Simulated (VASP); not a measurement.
Here is a VASP 6.6.1 calculation.

INCAR

```
SYSTEM = Al2O3
PREC     = Accurate       ! precision mode
ENCUT    = 600            ! plane-wave cutoff, eV
EDIFF    = 1E-6           ! SCF threshold, eV
ISMEAR   = 0              ! smearing method
SIGMA    = 0.01           ! smearing width, eV
LREAL    = .False.        ! projectors in reciprocal space
LASPH    = .True.         ! aspherical terms in the spheres
NELM     = 100            ! most SCF steps
ALGO     = Normal         ! electronic algorithm
ISIF     = 4              ! what is computed and relaxed
LWAVE    = .False.        ! write WAVECAR
LCHARG   = .False.        ! write CHGCAR
GGA      = PS             ! functional
IBRION   = 2              ! ionic algorithm
NSW      = 80             ! ionic steps
EDIFFG   = -0.001         ! ionic threshold
```

Contents of KPOINTS:

```
regular mesh
0
Gamma
  6 6 6
  0 0 0
```

POSCAR

```
Al2O3
1.0
    2.3708768175      1.3688263688      4.3090870044
   -2.3708768175      1.3688263688      4.3090870044
    0.0000000000     -2.7376527376      4.3090870044
Al O
4 6
Direct
    0.3520791481      0.3520791481      0.3520791481
    0.1479208519      0.1479208519      0.1479208519
    0.6479208519      0.6479208519      0.6479208519
    0.8520791481      0.8520791481      0.8520791481
    0.5558606230      0.9441393770      0.2500000000
    0.2500000000      0.5558606230      0.9441393770
    0.9441393770      0.2500000000      0.5558606230
    0.4441393770      0.0558606230      0.7500000000
    0.7500000000      0.4441393770      0.0558606230
    0.0558606230      0.7500000000      0.4441393770
```

Potentials or basis: VASP PAW PBE potentials, release 64 (Al, O).

Run with:

```bash
$ cat potpaw_PBE.64/Al/POTCAR potpaw_PBE.64/O/POTCAR > POTCAR
$ mpirun -np 1 vasp_std > vasp.out
```

(1) What does it give for the band gap on the k mesh?

Answers

(1) 6.28 eV.
